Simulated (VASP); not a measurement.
# Sb in VASP: single point with PBEsol

Aim: the single point of Sb with PBEsol.

Everything below comes from runs of VASP 6.6.1. Logs are shortened: lines on timing, memory, paths and dates and some standing lists are left out, and cuts for length are marked.

### Step 1. The cell of the first run

The typed cell holds 2 atoms: a = 3.064 Å, b = 4.326 Å, c = 4.326 Å, α = 90.00°, β = 90.03°, γ = 90.00°.

This isn't the form of Sb at room conditions, which is rhombohedral.

### Step 2. Single point, PBEsol

The input, INCAR:

```
  PREC = Accurate
  ENCUT = 520
  EDIFF = 1E-7
  ISMEAR = 0
  SIGMA = 0.1
  LREAL = F
  LASPH = T
  NELM = 100
  ALGO = Normal
  ISIF = 2
  LWAVE = F
  LCHARG = F
  GGA = PS
  NBANDS = 12
```

The input, KPOINTS:

```
Automatic mesh
0
Gamma
  20 14 14
```

The input, POSCAR:

```
Sb
1.0
    3.0637568998      0.0000000000      0.0126666375
    0.0000000000      4.3256139648      0.0000000000
   -0.0203108920      0.0000000000      4.3263950861
Sb
2
Direct
    0.9999275747      0.7500000000      0.7499782594
    0.0000724253      0.2500000000      0.2500217406
```

Potentials or basis: VASP PAW PBE potentials, release 64 (Sb).

The run is started by

```bash
$ cat potpaw_PBE.64/Sb/POTCAR > POTCAR
$ mpirun -np 1 vasp_std > vasp.out
```

OUTCAR:

```text
PREC = Accurate
   ENCUT = 520
   EDIFF = 1E-7
   ISMEAR = 0
   LREAL = F
   LASPH = T
   NELM = 100
   ISIF = 2
   GGA = PS

 ion  position               nearest neighbor table
   1  1.000  0.750  0.750-   2 3.06   2 3.06   2 3.06   2 3.06
   2  0.000  0.250  0.250-   1 3.06   1 3.06   1 3.06   1 3.06

  LATTYP: Found a simple monoclinic cell.
 ALAT       =     3.0637830838
 B/A-ratio  =     1.4118538573
 C/A-ratio  =     1.4121243716
 COS(beta)  =    -0.0005602866

  Lattice vectors:

 A1 = (   3.0637568998,   0.0000000000,   0.0126666375)
 A2 = (   0.0000000000,   4.3256139648,   0.0000000000)
 A3 = (  -0.0203108920,   0.0000000000,   4.3263950861)

Analysis of symmetry for initial positions (statically):
=====================================================================
 Subroutine PRICEL returns:
 Original cell was already a primitive cell.

 Routine SETGRP: Setting up the symmetry group for a
 simple monoclinic supercell.

 Subroutine GETGRP returns: Found  4 space group operations
 (whereof  2 operations were pure point group operations)
 out of a pool of  4 trial point group operations.

The static configuration has the point symmetry S_2 .
 The point group associated with its full space group is C_2h.

Analysis of symmetry for dynamics (positions and initial velocities):
=====================================================================
 Subroutine PRICEL returns:
 Original cell was already a primitive cell.

 Routine SETGRP: Setting up the symmetry group for a
 simple monoclinic supercell.

 Subroutine GETGRP returns: Found  4 space group operations
 (whereof  2 operations were pure point group operations)
 out of a pool of  4 trial point group operations.

The dynamic configuration has the point symmetry S_2 .
 The point group associated with its full space group is C_2h.

 Subroutine INISYM returns: Found  4 space group operations
 (whereof  2 operations are pure point group operations),
 and found     1 'primitive' translations

----------------------------------------------------------------------------------------

                                     Primitive cell

  volume of cell :      57.3372

  direct lattice vectors                    reciprocal lattice vectors
     3.063756900  0.000000000  0.012666637     0.326390319  0.000000000  0.001532287
     0.000000000  4.325613965  0.000000000     0.000000000  0.231181055  0.000000000
    -0.020310892  0.000000000  4.326395086    -0.000955592  0.000000000  0.231134830

  length of vectors
     3.063783084  4.325613965  4.326442762     0.326393915  0.231181055  0.231136805

  position of ions in fractional coordinates (direct lattice)
     0.999927575  0.750000000  0.749978259
     0.000072425  0.250000000  0.250021741

  ion indices of the primitive-cell ions
   primitive index   ion index
                 1           1
                 2           2

----------------------------------------------------------------------------------------

 KPOINTS: Automatic mesh

Automatic generation of k-mesh.
 Grid dimensions read from file:
 generate k-points for:   20   14   14

 Generating k-lattice:

  Cartesian coordinates                     Fractional coordinates (reciprocal lattice)
     0.016319516  0.000000000  0.000076614     0.050000000  0.000000000  0.000000000
     0.000000000  0.016512933  0.000000000     0.000000000  0.071428571  0.000000000
    -0.000068257  0.000000000  0.016509631     0.000000000  0.000000000  0.071428571

  Length of vectors
     0.016319696  0.016512933  0.016509772

  Shift w.r.t. Gamma in fractional coordinates (k-lattice)
     0.000000000  0.000000000  0.000000000

 Subroutine IBZKPT returns following result:
 ===========================================

 Found   1136 irreducible k-points:

 Following reciprocal coordinates:
            Coordinates               Weight
  0.000000  0.000000  0.000000      1.000000
  0.050000  0.000000 -0.000000      2.000000
  0.100000  0.000000 -0.000000      2.000000
  0.150000  0.000000 -0.000000      2.000000
  0.200000  0.000000 -0.000000      2.000000
  0.250000  0.000000 -0.000000      2.000000
[... 16 lines left out ...]
  0.000000  0.142857  0.000000      2.000000
  0.050000  0.142857 -0.000000      4.000000
 [... further k-points ...]
   k-points           NKPTS =   1136   k-points in BZ     NKDIM =   1136   number of bands    NBANDS=     12
   number of dos      NEDOS =    301   number of ions     NIONS =      2
   total plane-waves  NPLWV =  24576
   dimension x,y,z NGX =    24 NGY =   32 NGZ =   32
   dimension x,y,z NGXF=    48 NGYF=   64 NGZF=   64
   ions per type =               2
   NGX,Y,Z   is equivalent  to a cutoff of  13.02, 12.30, 12.30 a.u.
   NGXF,Y,Z  is equivalent  to a cutoff of  26.05, 24.60, 24.59 a.u.
 SYSTEM =  unknown system
   PREC   = accura    normal or accurate (medium, high low for compatibility)
   ISTART =      0    job   : 0-new  1-cont  2-samecut
   ICHARG =      2    charge: 1-file 2-atom 10-const
   ISPIN  =      1    spin polarized calculation?
   LNONCOLLINEAR =      F non collinear calculations
   LSORBIT =      F    spin-orbit coupling
   LASPH  =      T    aspherical Exc in radial PAW
   ENCUT  =  520.0 eV  38.22 Ry    6.18 a.u.   5.70  8.04  8.04*2*pi/ulx,y,z
   NELM   =    100;   NELMIN=  2; NELMDL= -5     # of ELM steps
   EDIFF  = 0.1E-06   stopping-criterion for ELM
   LREAL  =      F    real-space projection
   EDIFFG = 0.1E-05   stopping-criterion for IOM
   NSW    =      0    number of steps for IOM
   IBRION =     -1    ionic relax: 0-MD 1-quasi-New 2-CG
   NFREE  =      0    steps in history (QN), initial steepest desc. (CG)
   ISIF   =      2    stress and relaxation
   ISYM   =      2    0-nonsym 1-usesym 2-fastsym
   POTIM  = 0.5000    time-step for ionic-motion
   TEBEG  =    0.0;   TEEND  =   0.0 temperature during run
   PSTRESS=    0.0 pullay stress
   NELECT =      10.0000    total number of electrons
   NUPDOWN=      -1.0000    fix difference up-down
   EMIN   =  10.00;   EMAX   =-10.00  energy-range for DOS
   EFERMI =   0.00;   METHOD = LEGACY
   ISMEAR =     0;   SIGMA  =   0.10  broadening in eV -4-tet -1-fermi 0-gaus
   EFERMI_NEDOS =   21; number of points for ismear=-14 and -15
   IALGO  =     38    algorithm
   IMIX   =      4    mixing-type and parameters
     AMIX     =   0.40;   BMIX     =  1.00
     AMIX_MAG =   1.60;   BMIX_MAG =  1.00
  volume/ion in A,a.u.               =      28.67       193.47
  Fermi-wavevector in a.u.,A,eV,Ry     =   0.914666  1.728468 11.382827  0.836614
  Thomas-Fermi vector in A             =   2.039319
   LORBIT       =      0    0 simple, 1 ext, 2 COOP (PROOUT), +10 PAW based schemes
   GGA     = PS    functional components
   LHFCALC =     F    Hartree Fock is set to
   AEXX    =    0.0000 exact exchange contribution
   IVDW    =     0    specifies the selected vdW correction
   LEPSILON=     F    determine dielectric tensor
   LRPA    =     F    only Hartree local field effects (RPA)
 non-spin polarized calculation
 Gauss-broadening in eV      SIGMA  =   0.10
  energy-cutoff  :      520.00
  volume of cell :       57.34
 maximum number of plane-waves:      1608
   NGX = 11   NGY = 17   NGZ = 17

 number of electron      10.0000000 magnetization

 number of electron       9.9999998 magnetization

 Free energy of the ion-electron system (eV)
  ---------------------------------------------------
  ext. energy  EPLUGINS =         0.00000000
  ---------------------------------------------------
  free energy    TOTEN  =        -9.06950790 eV

  energy without entropy =       -9.06362589  energy(sigma->0) =       -9.06656690

 E-fermi :   7.4852     XC(G=0):  -9.9216

 val. band max:        7.4834144050   @ k =   0.2500   0.0714   0.3571
 cond. band min:       7.4857488515   @ k =   0.0500   0.3571  -0.0000
 fundamental gap:      0.0023344465
 Fermi energy:         7.4851892968

 k-point     1 :       0.0000    0.0000    0.0000
  band No.  band energies     occupation
      1      -5.2186      2.00000
      2       0.1138      2.00000
      3       3.7794      2.00000
      4       3.7818      2.00000
      5       9.4691      0.00000
      6      10.8254      0.00000
      7      10.8717      0.00000
      8      10.8726      0.00000
      9      14.4747      0.00000
     10      14.4978      0.00000
     11      15.1824      0.00000
     12      15.8779      0.00000

 k-point     2 :       0.0500    0.0000   -0.0000
  band No.  band energies     occupation
      1      -5.1809      2.00000
      2       0.1528      2.00000
      3       3.8150      2.00000
      4       3.8173      2.00000
      5       9.5043      0.00000
      6      10.2859      0.00000
      7      10.9094      0.00000
      8      10.9103      0.00000
      9      14.5271      0.00000
     10      14.7805      0.00000
     11      14.8580      0.00000
     12      16.1137      0.00000

 k-point     3 :       0.1000    0.0000   -0.0000
  band No.  band energies     occupation
      1      -5.0681      2.00000
      2       0.2699      2.00000
      3       3.9205      2.00000
      4       3.9228      2.00000
      5       9.1535      0.00000
      6       9.6099      0.00000
      7      11.0215      0.00000
      8      11.0223      0.00000
      9      13.8167      0.00000
     10      14.6150      0.00000
     11      15.3164      0.00000
     12      17.0239      0.00000

 k-point     4 :       0.1500    0.0000   -0.0000
  band No.  band energies     occupation
      1      -4.8816      2.00000
      2       0.4648      2.00000
      3       4.0922      2.00000
      4       4.0945      2.00000
      5       7.8770      0.00000
      6       9.7854      0.00000
      7      11.2037      0.00000
      8      11.2046      0.00000
      9      12.6201      0.00000
     10      14.7608      0.00000
     11      15.5887      0.00000
     12      17.2873      0.00000

 k-point     5 :       0.2000    0.0000   -0.0000
  band No.  band energies     occupation
      1      -4.6246      2.00000
      2       0.7372      2.00000
      3       4.3236      2.00000
      4       4.3259      2.00000
      5       6.6020      2.00000
      6      10.0298      0.00000
      7      11.3596      0.00000
      8      11.4487      0.00000
      9      11.4496      0.00000
     10      14.9634      0.00000
     11      15.8485      0.00000
     12      16.1841      0.00000
[... 228 lines left out ...]
      1      -2.7485      2.00000
      2       1.8728      2.00000
      3       2.7532      2.00000
      4       5.7730      2.00000
      5       5.8302      2.00000
      6       6.1235      2.00000
      7      12.1137      0.00000
      8      12.3884      0.00000
      9      12.4340      0.00000
     10      12.6302      0.00000
     11      12.7432      0.00000
     12      14.7854      0.00000

 k-point    22 :       0.5000    0.0714   -0.0000
  band No.  band energies     occupation
      1      -2.6198      2.00000
      2       1.6574      2.00000
      3       2.9544      2.00000
      4       5.7424      2.00000
      5       5.8486      2.00000
      6       5.9971      2.00000
      7      12.1501      0.00000
      8      12.2895      0.00000
      9      12.3951      0.00000
     10      12.7123      0.00000
     11      12.8298      0.00000
     12      14.5217      0.00000

 k-point    23 :       0.0000    0.1429    0.0000
  band No.  band energies     occupation
      1      -5.0639      2.00000
      2      -0.4674      2.00000
      3       3.9700      2.00000
      4       4.1845      2.00000
      5       9.8790      0.00000
      6      10.0303      0.00000
      7      10.1162      0.00000
      8      10.9801      0.00000
      9      14.8278      0.00000
     10      14.8579      0.00000
     11      15.6982      0.00000
     12      16.7505      0.00000

 k-point    24 :       0.0500    0.1429   -0.0000
  band No.  band energies     occupation
      1      -5.0261      2.00000
      2      -0.4288      2.00000
      3       4.0056      2.00000
      4       4.2205      2.00000
      5       9.9159      0.00000
      6      10.0513      0.00000
      7      10.1508      0.00000
      8      10.4608      0.00000
      9      14.4296      0.00000
     10      15.3410      0.00000
     11      15.7280      0.00000
     12      16.8472      0.00000

 [... further k-points ...]

------------------------ aborting loop because EDIFF is reached ----------------------------------------

  FORCE on cell =-STRESS in cart. coord.  units (eV):
  Direction    XX          YY          ZZ          XY          YZ          ZX
  --------------------------------------------------------------------------------------
  -------------------------------------------------------------------------------------
  Total       -0.0817554      0.1018241      0.1012113      0.0000000      0.0000000      0.0013671
  in kB       -2.2844966      2.8452759      2.8281525      0.0000000      0.0000000      0.0382013
  external PRESSURE =       1.1296439 kB  Pullay stress =       0.0000000 kB

 VOLUME and BASIS-vectors are now :
 -----------------------------------------------------------------------------
  energy-cutoff  :      520.00
  volume of cell :       57.34
      direct lattice vectors                 reciprocal lattice vectors
     3.063756900  0.000000000  0.012666637     0.326390319  0.000000000  0.001532287
     0.000000000  4.325613965  0.000000000     0.000000000  0.231181055  0.000000000
    -0.020310892  0.000000000  4.326395086    -0.000955592  0.000000000  0.231134830

 POSITION                                       TOTAL-FORCE (eV/Angst)
 -----------------------------------------------------------------------------------
      3.04830      3.24421      3.25737         0.000199      0.000000      0.000348
     -0.00486      1.08140      1.08169        -0.000199     -0.000000     -0.000348
 -----------------------------------------------------------------------------------
    total drift:                               -0.000000      0.000000      0.000000

  FREE ENERGIE OF THE ION-ELECTRON SYSTEM (eV)
  ---------------------------------------------------
  free  energy   TOTEN  =        -9.0695078999 eV

  energy  without entropy=       -9.0636258905  energy(sigma->0) =       -9.06656690
```

Wall time 4.1 min (1 thread of Intel Xeon Platinum 8488C (Sapphire Rapids), shared host); peak memory 0.72 GiB.

Results:

```yaml
Free_energy: -9.0695 eV
Pressure: 0.1 GPa
Band_gap_on_the_k_mesh: zero (bands 5 and 6 overlap by 9.19 eV)
```

Levels at points of the mesh, in eV from the Fermi level:
| k point | band 3 | band 4 | band 5 | band 6 | band 7 | band 8 |
| --- | --- | --- | --- | --- | --- | --- |
| (0.00, 0.00, 0.00) | -3.71 | -3.70 | 1.98 | 3.34 | 3.39 | 3.39 |
| (0.50, 0.00, 0.00) | -4.30 | -1.69 | -1.68 | -1.66 | 4.76 | 4.77 |
| (0.00, 0.50, 0.00) | -1.43 | -1.43 | -0.95 | -0.95 | 5.11 | 5.11 |
| (0.50, 0.50, 0.00) | -4.16 | -4.16 | 0.67 | 0.67 | 1.66 | 1.66 |
| (0.00, 0.00, 0.50) | -1.43 | -1.43 | -0.94 | -0.94 | 5.11 | 5.11 |
| (0.50, 0.00, 0.50) | -4.16 | -4.16 | 0.67 | 0.67 | 1.67 | 1.67 |
| (0.00, 0.50, 0.50) | -5.87 | -5.87 | 5.49 | 5.49 | 5.54 | 5.54 |
| (0.50, 0.50, 0.50) | -3.72 | -3.72 | -3.70 | -3.70 | 1.98 | 1.98 |

Caveat: the PAW data sets were made with another functional, which shifts forces and pressure a little; spin-orbit coupling is left out, which moves the levels of the heavy elements.
